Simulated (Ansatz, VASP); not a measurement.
BN: VASP beside Ansatz

Contents of INCAR:

```
SYSTEM = BN
  PREC = Accurate
  ENCUT = 520
  EDIFF = 1E-6
  ISMEAR = 0
  SIGMA = 0.1
  LREAL = .FALSE.
  LASPH = .TRUE.
  NELM = 100
  ALGO = Normal
  ISIF = 2
  LWAVE = .FALSE.
  LCHARG = .TRUE.
  LDIPOL = .TRUE.
  IDIPOL = 3
  DIPOL = 0.5 0.5 0.500
  GGA = PE
  IVDW = 12
  LELF = .TRUE.
  LVHAR = .TRUE.
  LVACPOTAV = .TRUE.
  NBANDS = 26
```

The input KPOINTS:

```
Automatic mesh
0
G
  9 9 1
  0 0 0
```

The input POSCAR:

```
BN
1.0
    2.5064254170      0.0000000000      0.0000000000
   -1.2532127085      2.1706280838      0.0000000000
    0.0000000000      0.0000000000     45.8423718534
B N
4 4
Direct
    0.6666666667      0.3333333333      0.3917902202
    0.3333333333      0.6666666667      0.4639300734
    0.6666666667      0.3333333333      0.5360699266
    0.3333333333      0.6666666667      0.6082097798
    0.3333333333      0.6666666667      0.3917902202
    0.6666666667      0.3333333333      0.4639300734
    0.3333333333      0.6666666667      0.5360699266
    0.6666666667      0.3333333333      0.6082097798
```

Input for Ansatz:

```yaml
crystal:
  lattice:
    - [2.506425418, 0.0, 0.0]
    - [-1.253212709, 2.1706280847, 0.0]
    - [0.0, 0.0, 45.8423717808]
  atoms:
    - { symbol: B, position: [0.6666666667, 0.3333333333, 0.3917902204] }
    - { symbol: "N", position: [0.3333333333, 0.6666666667, 0.3917902204] }
    - { symbol: B, position: [0.3333333333, 0.6666666667, 0.4639300735] }
    - { symbol: "N", position: [0.6666666667, 0.3333333333, 0.4639300735] }
    - { symbol: B, position: [0.6666666667, 0.3333333333, 0.5360699265] }
    - { symbol: "N", position: [0.3333333333, 0.6666666667, 0.5360699265] }
    - { symbol: B, position: [0.3333333333, 0.6666666667, 0.6082097796] }
    - { symbol: "N", position: [0.6666666667, 0.3333333333, 0.6082097796] }
  periodic: [true, true, false]
basis:
  ecutwfc: 420
kpoints:
  mp_grid: { grid: [9, 9, 1] }
hamiltonian:
  xc: pbe
  dispersion: d3bj
scf:
  occupations: { method: gaussian, width: 0.1 }
output:
  forces: true
  stress: true
  eigenvalues: true
```

Alike in both runs: task single point; functional PBE; dispersion D3(BJ); k mesh 9 × 9 × 1; occupations gaussian, width 0.1 eV; no spin polarisation.

```csv
,VASP,Ansatz
version,VASP 6.6.1,Ansatz 0.2.0
potentials or method,"VASP PAW PBE potentials, release 64 (B, N), cutoff 520 eV","scalar-relativistic, plane waves, PAW"
valence electrons in the cell,32,32
```

```csv
,VASP,Ansatz,Ansatz less VASP
gap on the k mesh at the Fermi level (eV),4.42,4.43,+0.006
least direct gap on the mesh (eV),4.67,4.68,+0.003
rms of the force components (eV/Å),0.010,0.010,0.0000
```
